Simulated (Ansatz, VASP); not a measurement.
One calculation of TiO2, two programs

```xyz
6
Lattice="4.5969 0.0000 0.0000 0.0000 4.5969 0.0000 0.0000 0.0000 3.0126" Properties=species:S:1:pos:R:3 pbc="T T T"
Ti    0.0000    0.0000    0.0000
Ti    2.2984    2.2984    1.5063
O     1.4034    1.4034    0.0000
O     0.8950    3.7018    1.5063
O     3.7018    0.8950    1.5063
O     3.1935    3.1935    0.0000
```

Change from the starting cell: uniaxial_z strain +2.0%.

Alike in both runs: task single point; functional r2SCAN; k mesh 6 × 6 × 8; no spin polarisation.

|  | VASP | Ansatz |
| --- | --- | --- |
| version | VASP 6.6.1 | Ansatz 0.2.0 |
| potentials or method | VASP PAW PBE potentials, release 64 (Ti_sv, O) | plane waves, PAW |
| plane-wave cutoff (eV) | 520 | 500 |
| occupations | gaussian, width 0.01 eV | fixed |
| valence electrons in the cell | 48 | 48 |

VASP gave:

```
gap on the k mesh at the Fermi level (eV)                     : 2.17
pressure (GPa)                                                : -4.2
traceless stress, the component that is largest in VASP (GPa) : -3.91
rms of the force components (eV/Å)                            : 0.012
```

**Question.** What did Ansatz give for the same quantities?

**Answer.** gap on the k mesh at the Fermi level (eV): 2.16; pressure (GPa): -5.4; traceless stress, the component that is largest in VASP (GPa): -4.33; rms of the force components (eV/Å): 0.000.

VASP's potentials were made for PBE, not for r2SCAN. Atom by atom the forces differ by 0.012 eV/Å (rms over components).
